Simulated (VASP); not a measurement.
Here is a VASP 6.6.1 calculation.

The input INCAR:

```
SYSTEM = MnS
PREC = Accurate
ENCUT = 500
EDIFF = 1E-6
ISMEAR = -1
SIGMA = 0.1
LREAL = .False.
LASPH = .True.
NELM = 200
ALGO = Normal
ISIF = 2
LWAVE = .False.
LCHARG = .False.
ISPIN = 2
MAGMOM = 4.5 0
LORBIT = 11
LMAXMIX = 4
LDAU = .True.
LDAUTYPE = 2
LDAUL = 2 -1
LDAUU = 3.9 0
LDAUJ = 0 0
LDAUPRINT = 1
GGA = PS
NBANDS = 20
GGA_COMPAT = .False.
```

Contents of KPOINTS:

```
Automatic mesh
0
Gamma
  6 6 6
  0 0 0
```

The input POSCAR:

```
MnS
1.0
    0.0000000000      2.7950000000      2.7950000000
    2.7950000000      0.0000000000      2.7950000000
    2.7950000000      2.7950000000      0.0000000000
Mn S
1 1
Direct
    0.0000000000      0.0000000000      0.0000000000
    0.7500000000      0.7500000000      0.7500000000
```

Potentials or basis: VASP PAW PBE potentials, release 64 (Mn_pv, S).

Command:

```sh
$ cat potpaw_PBE.64/Mn_pv/POTCAR potpaw_PBE.64/S/POTCAR > POTCAR
$ mpirun -np 1 vasp_std > vasp.out
```

(1) Predict the pressure.

(2) Estimate the band gap on the k mesh.

(3) Predict the net moment.

Results:

(1) 2.7 GPa.

(2) 0.97 eV (least direct gap 1.18 eV).

(3) 5.00 μB per cell.

Caveat: the PAW data sets were made with another functional, which shifts forces and pressure a little; a cell with one magnetic atom can't hold antiferromagnetic order, which such compounds often take.
